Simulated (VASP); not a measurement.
Wanted: the native input for a VASP 6.6.1 run.

* Task: single point
* Functional: PBE
* Potentials or basis: VASP PAW PBE potentials, release 64 (Sb, Mn_pv)
* Cutoff: 520 eV
* k mesh: 8 × 8 × 5
* Occupations: fermi-dirac, width 0.05 eV
* Spin: collinear spin
* Starting moments: [-0.13, -0.13, 3.79, 3.79] μB
* Dipole correction: no
* Further INCAR settings: ALGO = Normal; EDIFF = 1e-07; NBANDS = 30

The structure of MnSb lies in POSCAR:

```
MnSb
1.0
    4.1400020900      0.0000000000      0.0000000000
   -2.0700010500      3.5853469800      0.0000000000
    0.0000000000      0.0000000000      5.7900000000
Sb Mn
2 2
Direct
    0.3333333300      0.6666666700      0.2500000000
    0.6666666700      0.3333333300      0.7500000000
    0.0000000000      0.0000000000      0.0000000000
    0.0000000000      0.0000000000      0.5000000000
```

The input as run:

INCAR

```
SYSTEM = MnSb
ALGO = Normal ; EDIFF = 1E-7
ENCUT = 520 ; GGA = PE
ISIF = 2 ; ISMEAR = -1
ISPIN = 2 ; LASPH = .True.
LCHARG = .True. ; LELF = .True.
LMAXMIX = 4 ; LORBIT = 11
LREAL = .False. ; LVHAR = .True.
LWAVE = .False. ; MAGMOM = -0.13 -0.13 3.79 3.79
NBANDS = 30 ; NELM = 150
PREC = Accurate ; SIGMA = 0.05
```

KPOINTS

```
k-points
0
Gamma
  8 8 5
  0 0 0
```

Potentials or basis: VASP PAW PBE potentials, release 64 (Sb, Mn_pv).

The run is started by

```console
$ cat potpaw_PBE.64/Sb/POTCAR potpaw_PBE.64/Mn_pv/POTCAR > POTCAR
$ mpirun -np 1 vasp_std > vasp.out
```

It gave:

| Property | Result |
| --- | --- |
| Pressure | -2.9 GPa |
| Net moment | 6.74 μB per cell |
| Site moments | Sb -0.13; Mn +3.41 μB |
| Valence electrons inside the program's atomic spheres | Sb 2.45; Mn 11.52 |

Run time: 110 s on 1 thread of AMD EPYC 9R45 96-Core Processor (Zen 5), on a shared host, peak memory 0.28 GiB.
